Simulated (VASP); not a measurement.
# Al2O3 (P-3m1) in VASP: further runs

The runs below take Al2O3 through single point, with LDA.

All numbers are computed with VASP 6.6.1; they aren't measurements. Logs are shortened: lines on timing, memory, paths and dates and some standing lists are left out, and cuts for length are marked.

**1. The cell of the first run**

Symmetry: P-3m1, No. 164, trigonal system. Conventional cell: a = 3.259 Å, b = 3.259 Å, c = 7.878 Å, α = 90.00°, β = 90.00°, γ = 120.00°. Within 2.3 Å of Al (site symmetry 3m) lie 4 O at 1.75 to 1.98 Å. Within 2.6 Å of O (site symmetry 3m) lie 3 Al at 1.98 Å. O (site symmetry -3m) has 2 Al at 1.75 Å within 2.3 Å.

**2. Single point, LDA (strain +0.080 along x and y, +0.040 along z)**

INCAR

```
SYSTEM = Al2O3
PREC     = Accurate       ! precision mode
ENCUT    = 520            ! plane-wave cutoff, eV
EDIFF    = 1E-6           ! SCF threshold, eV
ISMEAR   = 0              ! smearing method
SIGMA    = 0.05           ! smearing width, eV
LREAL    = .FALSE.        ! projectors in reciprocal space
LASPH    = .TRUE.         ! aspherical terms in the spheres
NELM     = 100            ! most SCF steps
ALGO     = Normal         ! electronic algorithm
ISIF     = 2              ! what is computed and relaxed
LWAVE    = .FALSE.        ! write WAVECAR
LCHARG   = .TRUE.         ! write CHGCAR
GGA      = CA             ! functional
LELF     = .TRUE.         ! ELF
LVHAR    = .TRUE.       
NBANDS   = 20             ! bands
```

KPOINTS

```
regular mesh
0
G
  12 12 4
  0 0 0
```

POSCAR

```
Al2O3
1.0
    3.2588811475      0.0000000000      0.0000000000
   -1.6294405738      2.8222738617      0.0000000000
    0.0000000000      0.0000000000      7.8776214423
Al O
2 3
Direct
    0.0000000000      0.0000000000      0.2779510000
    0.0000000000      0.0000000000      0.7220490000
    0.3333333333      0.6666666667      0.1994540000
    0.6666666667      0.3333333333      0.8005460000
    0.0000000000      0.0000000000      0.5000000000
```

Potentials or basis: VASP PAW LDA potentials, release 64 (Al, O).

Launch:

```console
$ cat potpaw_LDA.64/Al/POTCAR potpaw_LDA.64/O/POTCAR > POTCAR
$ mpirun -np 1 vasp_std > vasp.out
```

OUTCAR:

```text
SYSTEM = Al2O3
   PREC = Accurate
   ENCUT = 520
   EDIFF = 1E-6
   ISMEAR = 0
   LREAL = .FALSE.
   LASPH = .TRUE.
   NELM = 100
   ISIF = 2
   GGA = CA

 ion  position               nearest neighbor table
   1  0.000  0.000  0.278-   5 1.75   3 1.98   3 1.98   3 1.98
   2  0.000  0.000  0.722-   5 1.75   4 1.98   4 1.98   4 1.98
   3  0.333  0.667  0.199-   1 1.98   1 1.98   1 1.98
   4  0.667  0.333  0.801-   2 1.98   2 1.98   2 1.98
   5  0.000  0.000  0.500-   1 1.75   2 1.75

  LATTYP: Found a hexagonal cell.
 ALAT       =     3.2588811475
 C/A-ratio  =     2.4172779202

  Lattice vectors:

 A1 = (   3.2588811475,   0.0000000000,   0.0000000000)
 A2 = (  -1.6294405738,   2.8222738617,   0.0000000000)
 A3 = (   0.0000000000,   0.0000000000,   7.8776214423)

Analysis of symmetry for initial positions (statically):
=====================================================================
 Subroutine PRICEL returns:
 Original cell was already a primitive cell.

 Routine SETGRP: Setting up the symmetry group for a
 hexagonal supercell.

 Subroutine GETGRP returns: Found 12 space group operations
 (whereof 12 operations were pure point group operations)
 out of a pool of 24 trial point group operations.

The static configuration has the point symmetry D_3d.

Analysis of symmetry for dynamics (positions and initial velocities):
=====================================================================
 Subroutine PRICEL returns:
 Original cell was already a primitive cell.

 Routine SETGRP: Setting up the symmetry group for a
 hexagonal supercell.

 Subroutine GETGRP returns: Found 12 space group operations
 (whereof 12 operations were pure point group operations)
 out of a pool of 24 trial point group operations.

The dynamic configuration has the point symmetry D_3d.

 Subroutine INISYM returns: Found 12 space group operations
 (whereof 12 operations are pure point group operations),
 and found     1 'primitive' translations

----------------------------------------------------------------------------------------

                                     Primitive cell

  volume of cell :      72.4541

  direct lattice vectors                    reciprocal lattice vectors
     3.258881147  0.000000000  0.000000000     0.306853780  0.177162113  0.000000000
[... 86 lines left out ...]
   ISPIN  =      1    spin polarized calculation?
   LNONCOLLINEAR =      F non collinear calculations
   LSORBIT =      F    spin-orbit coupling
   LASPH  =      T    aspherical Exc in radial PAW
   ENCUT  =  520.0 eV  38.22 Ry    6.18 a.u.   6.06  6.06 14.65*2*pi/ulx,y,z
   NELM   =    100;   NELMIN=  2; NELMDL= -5     # of ELM steps
   EDIFF  = 0.1E-05   stopping-criterion for ELM
   LREAL  =      F    real-space projection
   EDIFFG = 0.1E-04   stopping-criterion for IOM
   NSW    =      0    number of steps for IOM
   IBRION =     -1    ionic relax: 0-MD 1-quasi-New 2-CG
   NFREE  =      0    steps in history (QN), initial steepest desc. (CG)
   ISIF   =      2    stress and relaxation
   ISYM   =      2    0-nonsym 1-usesym 2-fastsym
   POTIM  = 0.5000    time-step for ionic-motion
   TEBEG  =    0.0;   TEEND  =   0.0 temperature during run
   PSTRESS=    0.0 pullay stress
   NELECT =      24.0000    total number of electrons
   NUPDOWN=      -1.0000    fix difference up-down
   EMIN   =  10.00;   EMAX   =-10.00  energy-range for DOS
   EFERMI =   0.00;   METHOD = LEGACY
   ISMEAR =     0;   SIGMA  =   0.05  broadening in eV -4-tet -1-fermi 0-gaus
   EFERMI_NEDOS =   21; number of points for ismear=-14 and -15
   IALGO  =     38    algorithm
   IMIX   =      4    mixing-type and parameters
     AMIX     =   0.40;   BMIX     =  1.00
     AMIX_MAG =   1.60;   BMIX_MAG =  1.00
  volume/ion in A,a.u.               =      14.49        97.79
  Fermi-wavevector in a.u.,A,eV,Ry     =   1.132725  2.140539 17.457158  1.283065
  Thomas-Fermi vector in A             =   2.269426
   LORBIT       =      0    0 simple, 1 ext, 2 COOP (PROOUT), +10 PAW based schemes
   GGA     = CA    functional components
   LHFCALC =     F    Hartree Fock is set to
   AEXX    =    0.0000 exact exchange contribution
   IVDW    =     0    specifies the selected vdW correction
   LEPSILON=     F    determine dielectric tensor
   LRPA    =     F    only Hartree local field effects (RPA)
 non-spin polarized calculation
 Gauss-broadening in eV      SIGMA  =   0.05
  energy-cutoff  :      520.00
  volume of cell :       72.45
 maximum number of plane-waves:      1977
   NGX = 13   NGY = 13   NGZ = 29

 number of electron      24.0000018 magnetization

 Free energy of the ion-electron system (eV)
  ---------------------------------------------------
  ext. energy  EPLUGINS =         0.00000000
  ---------------------------------------------------
  free energy    TOTEN  =       -38.19884426 eV

  energy without entropy =      -38.19884426  energy(sigma->0) =      -38.19884426

 E-fermi :   1.9870     XC(G=0):  -9.4265

 val. band max:        1.7241525355   @ k =   0.0000   0.0000   0.0000
 cond. band min:       2.9952874053   @ k =   0.0000   0.0000   0.0000
 fundamental gap:      1.2711348697
 Fermi energy:         1.9869601879

 k-point     1 :       0.0000    0.0000    0.0000
  band No.  band energies     occupation
      1     -16.1743      2.00000
      2     -16.0080      2.00000
      3     -14.2189      2.00000
      4      -3.4177      2.00000
      5      -1.6144      2.00000
      6      -1.2413      2.00000
[... 541 lines left out ...]
     19      12.4169      0.00000
     20      13.0495      0.00000

 [... further k-points ...]
[... 5 lines left out ...]
  --------------------------------------------------------------------------------------
  -------------------------------------------------------------------------------------
  Total      -12.4627668    -12.4627668     -9.9497670      0.0000000     -0.0000000      0.0000000
  in kB     -275.5892470   -275.5892470   -220.0192666      0.0000000     -0.0000000      0.0000000
  external PRESSURE =    -257.0659202 kB  Pullay stress =       0.0000000 kB

 VOLUME and BASIS-vectors are now :
 -----------------------------------------------------------------------------
  energy-cutoff  :      520.00
  volume of cell :       72.45
      direct lattice vectors                 reciprocal lattice vectors
     3.258881147  0.000000000  0.000000000     0.306853780  0.177162113  0.000000000
    -1.629440574  2.822273862  0.000000000     0.000000000  0.354324225  0.000000000
     0.000000000  0.000000000  7.877621442     0.000000000  0.000000000  0.126941870

 POSITION                                       TOTAL-FORCE (eV/Angst)
 -----------------------------------------------------------------------------------
      0.00000      0.00000      2.18959        -0.000000     -0.000000      0.781846
      0.00000      0.00000      5.68803         0.000000      0.000000     -0.781846
     -0.00000      1.88152      1.57122        -0.000000      0.000000      1.416308
      1.62944      0.94076      6.30640         0.000000      0.000000     -1.416308
      0.00000      0.00000      3.93881        -0.000000      0.000000      0.000000
 -----------------------------------------------------------------------------------
    total drift:                                0.000000      0.000000     -0.000000

  FREE ENERGIE OF THE ION-ELECTRON SYSTEM (eV)
  ---------------------------------------------------
  free  energy   TOTEN  =       -38.1988442638 eV

  energy  without entropy=      -38.1988442638  energy(sigma->0) =      -38.19884426
```

OSZICAR:

```text
N       E                     dE             d eps       ncg     rms          rms(c)
DAV:   1     0.103654739986E+03    0.10365E+03   -0.11852E+04  2760   0.106E+03
DAV:   2    -0.353857981762E+02   -0.13904E+03   -0.13385E+03  3476   0.229E+02
DAV:   3    -0.436862801363E+02   -0.83005E+01   -0.82683E+01  3456   0.595E+01
DAV:   4    -0.437518812851E+02   -0.65601E-01   -0.65579E-01  3472   0.600E+00
DAV:   5    -0.437524751567E+02   -0.59387E-03   -0.59385E-03  3360   0.558E-01    0.131E+01
DAV:   6    -0.385490515601E+02    0.52034E+01   -0.19389E+01  3112   0.288E+01    0.561E+00
DAV:   7    -0.383489348994E+02    0.20012E+00   -0.73894E-01  3332   0.609E+00    0.269E+00
DAV:   8    -0.382296002666E+02    0.11933E+00   -0.12306E-01  3456   0.266E+00    0.100E+00
DAV:   9    -0.381993013937E+02    0.30299E-01   -0.46701E-02  3660   0.182E+00    0.233E-01
DAV:  10    -0.381990620675E+02    0.23933E-03   -0.64429E-03  3520   0.579E-01    0.183E-01
DAV:  11    -0.381988800464E+02    0.18202E-03   -0.95937E-04  3652   0.215E-01    0.493E-02
DAV:  12    -0.381988437838E+02    0.36263E-04   -0.12943E-04  3748   0.931E-02    0.127E-02
DAV:  13    -0.381988450044E+02   -0.12206E-05   -0.23433E-05  3652   0.334E-02    0.671E-03
DAV:  14    -0.381988442638E+02    0.74061E-06   -0.40771E-06  2908   0.132E-02
   1 F= -.38198844E+02 E0= -.38198844E+02  d E =-.381030E-15
```

Wall time 44 s (1 thread of Intel Xeon 6975P-C (Granite Rapids), shared host); peak memory 0.2 GiB.

Results:

```
Free energy            : -38.1988 eV
Pressure               : -25.7 GPa
Largest force          : 1.416 eV/Å
Band gap on the k mesh : 1.27 eV, direct
```

Forces in eV/Å, atoms in the order of the input:
```
Al   0.000  0.000  0.782
Al   0.000  0.000 -0.782
O    0.000  0.000  1.416
O    0.000  0.000 -1.416
O    0.000  0.000  0.000
```

Levels at points of the mesh, in eV from the valence-band top:
```tsv
k point	band 8	band 9	band 10	band 11	band 12	band 13	band 14	band 15	band 16	band 17
(0.00, 0.00, 0.00)	-2.96	-2.96	-1.68	0.00	0.00	1.27	3.03	6.52	9.55	9.75
(0.50, 0.00, 0.00)	-3.46	-2.88	-2.22	-1.12	-0.32	4.29	5.45	6.63	7.86	8.01
(0.00, 0.00, 0.50)	-2.95	-2.70	-2.40	0.00	0.00	2.19	2.19	7.13	7.98	10.19
(0.50, 0.00, 0.50)	-3.51	-2.73	-2.39	-1.06	-0.32	4.62	4.98	6.60	7.50	8.98
```

Caveat: the cell differs from its parent crystal (strain +0.080 along x and y, +0.040 along z); forces of over 1 eV/Å act on the atoms, so gaps and moduli don't describe the material at rest.

**3. Single point, LDA (strain +0.080 along x and y, +0.080 along z)**

INCAR

```
SYSTEM = Al2O3
PREC = Accurate
ENCUT = 520
EDIFF = 1E-6
ISMEAR = 0
SIGMA = 0.05
LREAL = .False.
LASPH = .True.
NELM = 100
ALGO = Normal
ISIF = 2
LWAVE = .False.
LCHARG = .True.
LELF = .True.
LVHAR = .True.
NBANDS = 20
```

KPOINTS

```
regular mesh
0
Gamma
  12 12 4
  0 0 0
```

POSCAR: that of step 2 with these lines changed.

```diff
@@ -4,3 +4,3 @@
    -1.6294405738      2.8222738617      0.0000000000
-    0.0000000000      0.0000000000      7.8776214423
+    0.0000000000      0.0000000000      8.1806068824
 Al O
```

Potentials or basis: VASP PAW LDA potentials, release 64 (Al, O).

Launch:

```console
$ cat potpaw_LDA.64/Al/POTCAR potpaw_LDA.64/O/POTCAR > POTCAR
$ mpirun -np 1 vasp_std > vasp.out
```

OUTCAR:

```text
SYSTEM = Al2O3
   PREC = Accurate
   ENCUT = 520
   EDIFF = 1E-6
   ISMEAR = 0
   LREAL = .False.
   LASPH = .True.
   NELM = 100
   ISIF = 2

 ion  position               nearest neighbor table
   1  0.000  0.000  0.278-   5 1.82   3 1.99   3 1.99   3 1.99
   2  0.000  0.000  0.722-   5 1.82   4 1.99   4 1.99   4 1.99
   3  0.333  0.667  0.199-   1 1.99   1 1.99   1 1.99
   4  0.667  0.333  0.801-   2 1.99   2 1.99   2 1.99
   5  0.000  0.000  0.500-   1 1.82   2 1.82

  LATTYP: Found a hexagonal cell.
[... 747 lines left out ...]

 [... further k-points ...]
[... 5 lines left out ...]
  --------------------------------------------------------------------------------------
  -------------------------------------------------------------------------------------
  Total      -12.4974657    -12.4974657    -14.9726294      0.0000000      0.0000000      0.0000000
  in kB     -266.1211173   -266.1211173   -318.8272679      0.0000000      0.0000000      0.0000000
  external PRESSURE =    -283.6898341 kB  Pullay stress =       0.0000000 kB

 VOLUME and BASIS-vectors are now :
 -----------------------------------------------------------------------------
  energy-cutoff  :      520.00
  volume of cell :       75.24
      direct lattice vectors                 reciprocal lattice vectors
     3.258881147  0.000000000  0.000000000     0.306853780  0.177162113  0.000000000
    -1.629440574  2.822273862  0.000000000     0.000000000  0.354324225  0.000000000
     0.000000000  0.000000000  8.180606882     0.000000000  0.000000000  0.122240320

 POSITION                                       TOTAL-FORCE (eV/Angst)
 -----------------------------------------------------------------------------------
      0.00000      0.00000      2.27381        -0.000000      0.000000      1.731815
      0.00000      0.00000      5.90680        -0.000000     -0.000000     -1.731815
     -0.00000      1.88152      1.63165         0.000000      0.000000      1.661106
      1.62944      0.94076      6.54895        -0.000000      0.000000     -1.661106
      0.00000      0.00000      4.09030        -0.000000      0.000000      0.000000
 -----------------------------------------------------------------------------------
    total drift:                                0.000000      0.000000     -0.000000

  FREE ENERGIE OF THE ION-ELECTRON SYSTEM (eV)
  ---------------------------------------------------
  free  energy   TOTEN  =       -37.7272626096 eV

  energy  without entropy=      -37.7272626096  energy(sigma->0) =      -37.72726261
```

Run time: 42 s. Hardware: 1 thread of Intel Xeon 6975P-C (Granite Rapids), shared host; peak memory 0.2 GiB.

Results:

```
Free energy            : -37.7273 eV
Pressure               : -28.4 GPa
Largest force          : 1.732 eV/Å
Band gap on the k mesh : 0.70 eV, direct
```

Forces in eV/Å, atoms in the order of the input:
```
Al   0.000  0.000  1.732
Al   0.000  0.000 -1.732
O    0.000  0.000  1.661
O    0.000  0.000 -1.661
O    0.000  0.000  0.000
```

Stress tensor (GPa, compression positive):
```
-26.61   0.00   0.00
  0.00 -26.61   0.00
  0.00   0.00 -31.88
```

Levels at points of the mesh, in eV from the valence-band top:
| k point | band 10 | band 11 | band 12 | band 13 | band 14 | band 15 |
| --- | --- | --- | --- | --- | --- | --- |
| (0.00, 0.00, 0.00) | -2.14 | 0.00 | 0.00 | 0.70 | 2.41 | 5.88 |
| (0.50, 0.00, 0.00) | -2.74 | -1.41 | -0.34 | 3.80 | 4.84 | 5.85 |
| (0.00, 0.00, 0.50) | -2.74 | 0.00 | 0.00 | 1.50 | 1.68 | 6.49 |
| (0.50, 0.00, 0.50) | -2.89 | -1.38 | -0.34 | 4.04 | 4.50 | 5.76 |

Caveat: the cell differs from its parent crystal (strain +0.080 along x and y, +0.080 along z); forces of over 1 eV/Å act on the atoms, so gaps and moduli don't describe the material at rest.
